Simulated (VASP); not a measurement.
Crystal: NaI.

```
CELL_PARAMETERS angstrom
0.00000 3.20000 3.20000
3.20000 0.00000 3.20000
3.20000 3.20000 0.00000
ATOMIC_POSITIONS crystal
Na 0.00000 0.00000 0.00000
I 0.50000 0.50000 0.50000
```

Base run:

| Item | Value |
| --- | --- |
| Program | VASP 6.6.1 |
| Functional | PBEsol |
| Potentials or basis | VASP PAW PBE potentials, release 64 (Na_pv, I) |
| Cutoff | 520 eV |
| k mesh | 7 × 7 × 7 |
| Occupations | fermi-dirac, width 0.05 eV |
| Spin | no spin polarisation |

Its results: band gap on the k mesh 3.59 eV; pressure 0.1 GPa.

**Question.** The run is repeated on the same cell with these changes: functional from PBEsol to r2SCAN. What comes out?

**Answer.** Band gap on the k mesh 4.55 eV; pressure 0.4 GPa.

Caveats: the PAW data sets were made with another functional, which shifts forces and pressure a little; spin-orbit coupling is left out, which moves the levels of the heavy elements.

